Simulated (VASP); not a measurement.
# Hf (Im-3m) in VASP: further runs

Hf is run at these levels: r2SCAN; tasks: single point, relaxation of cell and atoms.

All numbers are computed with VASP 6.6.1; they aren't measurements. Logs are shortened: lines on timing, memory, paths and dates and some standing lists are left out, and cuts for length are marked.

## 1. The cell of the first run

Symmetry: Im-3m, No. 229, cubic system. The conventional cell has a = 3.589 Å, b = 3.589 Å, c = 3.589 Å, α = 90.00°, β = 90.00°, γ = 90.00°. Hf (site symmetry m-3m) has 14 Hf at 3.11 to 3.59 Å within 4.1 Å.

## 2. Single point, r2SCAN (volume scaled by 1.04)

The input, POSCAR:

```
Hf
1.0
   -1.7943087838      1.7943087838      1.7943087838
    1.7943087838     -1.7943087838      1.7943087838
    1.7943087838      1.7943087838     -1.7943087838
Hf
1
Direct
    0.0000000000      0.0000000000      0.0000000000
```

The input, INCAR.step1:

```
PREC = Accurate ; ENCUT = 520
ISMEAR = -1 ; SIGMA = 0.1
LREAL = False ; LASPH = True
NELM = 80 ; NBANDS = 11
GGA = PE ; ALGO = Normal
EDIFF = 1E-4 ; LWAVE = True
LCHARG = False
```

The input, INCAR.step2:

```
PREC = Accurate ; ENCUT = 520
EDIFF = 1E-6 ; ISMEAR = -1
SIGMA = 0.1 ; LREAL = False
LASPH = True ; NELM = 80
ALGO = Normal ; ISIF = 2
LWAVE = False ; LCHARG = False
METAGGA = R2SCAN ; LMIXTAU = True
NBANDS = 11 ; ISTART = 1
```

The input, KPOINTS:

```
Automatic mesh
0
Gamma
  14 14 14
```

Potentials or basis: VASP PAW PBE potentials, release 64 (Hf_pv).

Run with:

```sh
> cat potpaw_PBE.64/Hf_pv/POTCAR > POTCAR
> cp INCAR.step1 INCAR
> mpirun -np 1 vasp_std > vasp.out
> cp INCAR.step2 INCAR
> mpirun -np 1 vasp_std > vasp.out
```

OUTCAR:

```text
PREC = Accurate
   ENCUT = 520
   EDIFF = 1E-6
   ISMEAR = -1
   LREAL = False
   LASPH = True
   NELM = 80
   ISIF = 2
   METAGGA = R2SCAN
   ISTART = 1

 ion  position               nearest neighbor table
   1  0.000  0.000  0.000-

  LATTYP: Found a body centered cubic cell.
 ALAT       =     3.5886175676

  Lattice vectors:

 A1 = (  -1.7943087838,   1.7943087838,   1.7943087838)
 A2 = (   1.7943087838,  -1.7943087838,   1.7943087838)
 A3 = (   1.7943087838,   1.7943087838,  -1.7943087838)

Analysis of symmetry for initial positions (statically):
=====================================================================
 Subroutine PRICEL returns:
 Original cell was already a primitive cell.

 Routine SETGRP: Setting up the symmetry group for a
 body centered cubic supercell.

 Subroutine GETGRP returns: Found 48 space group operations
 (whereof 48 operations were pure point group operations)
 out of a pool of 48 trial point group operations.

The static configuration has the point symmetry O_h .

Analysis of symmetry for dynamics (positions and initial velocities):
=====================================================================
 Subroutine PRICEL returns:
 Original cell was already a primitive cell.

 Routine SETGRP: Setting up the symmetry group for a
 body centered cubic supercell.

 Subroutine GETGRP returns: Found 48 space group operations
 (whereof 48 operations were pure point group operations)
 out of a pool of 48 trial point group operations.

The dynamic configuration has the point symmetry O_h .

 Subroutine INISYM returns: Found 48 space group operations
 (whereof 48 operations are pure point group operations),
 and found     1 'primitive' translations

----------------------------------------------------------------------------------------

                                     Primitive cell

  volume of cell :      23.1074

  direct lattice vectors                    reciprocal lattice vectors
    -1.794308784  1.794308784  1.794308784     0.000000000  0.278658838  0.278658838
     1.794308784 -1.794308784  1.794308784     0.278658838  0.000000000  0.278658838
     1.794308784  1.794308784 -1.794308784     0.278658838  0.278658838  0.000000000

  length of vectors
     3.107833978  3.107833978  3.107833978     0.394083107  0.394083107  0.394083107

  position of ions in fractional coordinates (direct lattice)
     0.000000000  0.000000000  0.000000000

  ion indices of the primitive-cell ions
   primitive index   ion index
                 1           1

----------------------------------------------------------------------------------------

 KPOINTS: Automatic mesh

Automatic generation of k-mesh.
 Grid dimensions read from file:
 generate k-points for:   14   14   14

 Generating k-lattice:

  Cartesian coordinates                     Fractional coordinates (reciprocal lattice)
     0.000000000  0.019904203  0.019904203     0.071428571  0.000000000  0.000000000
     0.019904203  0.000000000  0.019904203     0.000000000  0.071428571  0.000000000
     0.019904203  0.019904203  0.000000000     0.000000000  0.000000000  0.071428571

  Length of vectors
     0.028148793  0.028148793  0.028148793

  Shift w.r.t. Gamma in fractional coordinates (k-lattice)
     0.000000000  0.000000000  0.000000000

 Subroutine IBZKPT returns following result:
 ===========================================

 Found    104 irreducible k-points:

 Following reciprocal coordinates:
            Coordinates               Weight
  0.000000  0.000000  0.000000      1.000000
  0.071429  0.000000  0.000000     12.000000
  0.142857  0.000000  0.000000     12.000000
  0.214286  0.000000  0.000000     12.000000
  0.285714  0.000000  0.000000     12.000000
  0.357143  0.000000  0.000000     12.000000
[... 16 lines left out ...]
  0.285714  0.285714  0.000000     24.000000
  0.357143  0.285714  0.000000     24.000000
 [... further k-points ...]
   k-points           NKPTS =    104   k-points in BZ     NKDIM =    104   number of bands    NBANDS=     11
   number of dos      NEDOS =    301   number of ions     NIONS =      1
   total plane-waves  NPLWV =  13824
   dimension x,y,z NGX =    24 NGY =   24 NGZ =   24
   dimension x,y,z NGXF=    48 NGYF=   48 NGZF=   48
   ions per type =               1
   NGX,Y,Z   is equivalent  to a cutoff of  12.84, 12.84, 12.84 a.u.
   NGXF,Y,Z  is equivalent  to a cutoff of  25.68, 25.68, 25.68 a.u.
 SYSTEM =  unknown system
   PREC   = accura    normal or accurate (medium, high low for compatibility)
   ISTART =      1    job   : 0-new  1-cont  2-samecut
   ICHARG =      0    charge: 1-file 2-atom 10-const
   ISPIN  =      1    spin polarized calculation?
   LNONCOLLINEAR =      F non collinear calculations
   LSORBIT =      F    spin-orbit coupling
   LASPH  =      T    aspherical Exc in radial PAW
   ENCUT  =  520.0 eV  38.22 Ry    6.18 a.u.   5.78  5.78  5.78*2*pi/ulx,y,z
   NELM   =     80;   NELMIN=  2; NELMDL=  0     # of ELM steps
   EDIFF  = 0.1E-05   stopping-criterion for ELM
   LREAL  =      F    real-space projection
   EDIFFG = 0.1E-04   stopping-criterion for IOM
   NSW    =      0    number of steps for IOM
   IBRION =     -1    ionic relax: 0-MD 1-quasi-New 2-CG
   NFREE  =      0    steps in history (QN), initial steepest desc. (CG)
   ISIF   =      2    stress and relaxation
   ISYM   =      2    0-nonsym 1-usesym 2-fastsym
   POTIM  = 0.5000    time-step for ionic-motion
   TEBEG  =    0.0;   TEEND  =   0.0 temperature during run
   PSTRESS=    0.0 pullay stress
   NELECT =      10.0000    total number of electrons
   NUPDOWN=      -1.0000    fix difference up-down
   EMIN   =  10.00;   EMAX   =-10.00  energy-range for DOS
   EFERMI =   0.00;   METHOD = LEGACY
   ISMEAR =    -1;   SIGMA  =   0.10  broadening in eV -4-tet -1-fermi 0-gaus
   EFERMI_NEDOS =   21; number of points for ismear=-14 and -15
   IALGO  =     38    algorithm
   IMIX   =      4    mixing-type and parameters
     AMIX     =   0.40;   BMIX     =  1.00
     AMIX_MAG =   1.60;   BMIX_MAG =  1.00
  volume/ion in A,a.u.               =      23.11       155.94
  Fermi-wavevector in a.u.,A,eV,Ry     =   1.238296  2.340039 20.862846  1.533376
  Thomas-Fermi vector in A             =   2.372827
   LORBIT       =      0    0 simple, 1 ext, 2 COOP (PROOUT), +10 PAW based schemes
   METAGGA = R2SCAN    functional components
   LHFCALC =     F    Hartree Fock is set to
   AEXX    =    0.0000 exact exchange contribution
   IVDW    =     0    specifies the selected vdW correction
   LEPSILON=     F    determine dielectric tensor
   LRPA    =     F    only Hartree local field effects (RPA)
 non-spin polarized calculation
  energy-cutoff  :      520.00
  volume of cell :       23.11
 maximum number of plane-waves:       642
   NGX = 11   NGY = 11   NGZ = 11

 number of electron      10.0000003 magnetization

 Free energy of the ion-electron system (eV)
  ---------------------------------------------------
  ext. energy  EPLUGINS =         0.00000000
  ---------------------------------------------------
  free energy    TOTEN  =       -44.95787530 eV

  energy without entropy =      -44.89249312  energy(sigma->0) =      -44.92518421

 E-fermi :   4.2489     XC(G=0): -12.0067

 val. band max:        4.2415801347   @ k =   0.2857   0.2143   0.0000
 cond. band min:       4.2683622431   @ k =   0.2143   0.1429   0.0000
 fundamental gap:      0.0267821084
 Fermi energy:         4.2488553476

 k-point     1 :       0.0000    0.0000    0.0000
  band No.  band energies     occupation
      1     -26.8714      2.00000
      2     -26.8714      2.00000
      3     -26.8714      2.00000
      4      -3.0405      2.00000
      5       5.9819      0.00000
      6       5.9819      0.00000
      7       5.9819      0.00000
      8       8.7130      0.00000
      9       8.7130      0.00000
     10      16.2502      0.00000
     11      18.0311      0.00000

 k-point     2 :       0.0714    0.0000    0.0000
  band No.  band energies     occupation
      1     -26.9112      2.00000
      2     -26.8837      2.00000
      3     -26.8716      2.00000
      4      -2.8522      2.00000
      5       5.8456      0.00000
      6       5.9222      0.00000
      7       6.1643      0.00000
      8       8.5007      0.00000
      9       8.7103      0.00000
     10      16.2502      0.00000
     11      18.2066      0.00000

 k-point     3 :       0.1429    0.0000    0.0000
  band No.  band energies     occupation
      1     -27.0210      2.00000
      2     -26.9179      2.00000
      3     -26.8721      2.00000
      4      -2.3111      2.00000
      5       5.4910      0.00001
      6       5.6578      0.00000
      7       6.7035      0.00000
      8       8.1735      0.00000
      9       8.7220      0.00000
     10      16.2501      0.00000
     11      18.5535      0.00000

 k-point     4 :       0.2143    0.0000    0.0000
  band No.  band energies     occupation
      1     -27.1759      2.00000
      2     -26.9670      2.00000
      3     -26.8728      2.00000
      4      -1.4927      2.00000
      5       5.0351      0.00077
      6       5.1460      0.00025
      7       7.5733      0.00000
      8       8.1328      0.00000
      9       8.7906      0.00000
     10      16.2499      0.00000
     11      18.4154      0.00000
[... 239 lines left out ...]
 k-point    22 :       0.3571    0.2143    0.0000
  band No.  band energies     occupation
      1     -27.5170      2.00000
      2     -27.2294      2.00000
      3     -26.9508      2.00000
      4       1.9711      2.00000
      5       3.7376      1.98803
      6       4.1302      1.53219
      7       8.4738      0.00000
      8       9.5223      0.00000
      9      12.9397      0.00000
     10      13.0902      0.00000
     11      16.2508      0.00000

 k-point    23 :       0.2857    0.2857    0.0000
  band No.  band energies     occupation
      1     -27.4756      2.00000
      2     -27.2742      2.00000
      3     -26.9602      2.00000
      4       2.3363      2.00000
      5       3.4584      1.99926
      6       4.0371      1.78520
      7       8.6786      0.00000
      8       9.2970      0.00000
      9      12.7493      0.00000
     10      13.3105      0.00000
     11      16.2508      0.00000

 k-point    24 :       0.3571    0.2857    0.0000
  band No.  band energies     occupation
      1     -27.4463      2.00000
      2     -27.3305      2.00000
      3     -26.9641      2.00000
      4       2.6234      2.00000
      5       3.5888      1.99728
      6       3.7591      1.98519
      7       8.8575      0.00000
      8       9.3377      0.00000
      9      12.0722      0.00000
     10      14.1947      0.00000
     11      15.6235      0.00000

 [... further k-points ...]
[... 5 lines left out ...]
  --------------------------------------------------------------------------------------
  -------------------------------------------------------------------------------------
  Total       -0.5971943     -0.5971943     -0.5971943     -0.0000000      0.0000000      0.0000000
  in kB      -41.4070906    -41.4070906    -41.4070906     -0.0000000      0.0000000      0.0000000
  external PRESSURE =     -41.4070906 kB  Pullay stress =       0.0000000 kB

 VOLUME and BASIS-vectors are now :
 -----------------------------------------------------------------------------
  energy-cutoff  :      520.00
  volume of cell :       23.11
      direct lattice vectors                 reciprocal lattice vectors
    -1.794308784  1.794308784  1.794308784     0.000000000  0.278658838  0.278658838
     1.794308784 -1.794308784  1.794308784     0.278658838  0.000000000  0.278658838
     1.794308784  1.794308784 -1.794308784     0.278658838  0.278658838  0.000000000

 POSITION                                       TOTAL-FORCE (eV/Angst)
 -----------------------------------------------------------------------------------
      0.00000      0.00000      0.00000         0.000000      0.000000      0.000000
 -----------------------------------------------------------------------------------
    total drift:                                0.000000      0.000000      0.000000

  FREE ENERGIE OF THE ION-ELECTRON SYSTEM (eV)
  ---------------------------------------------------
  free  energy   TOTEN  =       -44.9578753026 eV

  energy  without entropy=      -44.8924931165  energy(sigma->0) =      -44.92518421
```

Run time: 4 min. Hardware: 1 thread of AMD EPYC 7R13, shared host; peak memory 0.13 GiB.

What came out:

- Free energy: -44.9579 eV
- Pressure: -4.1 GPa
- Band gap on the k mesh: zero (band 5 reaches 5.98 eV, above the bottom of band 6 at 3.40 eV)

Caveat: the PAW data sets were made with another functional, which shifts forces and pressure a little; spin-orbit coupling is left out, which moves the levels of the heavy elements.

(Continued in part 2 of 2.)
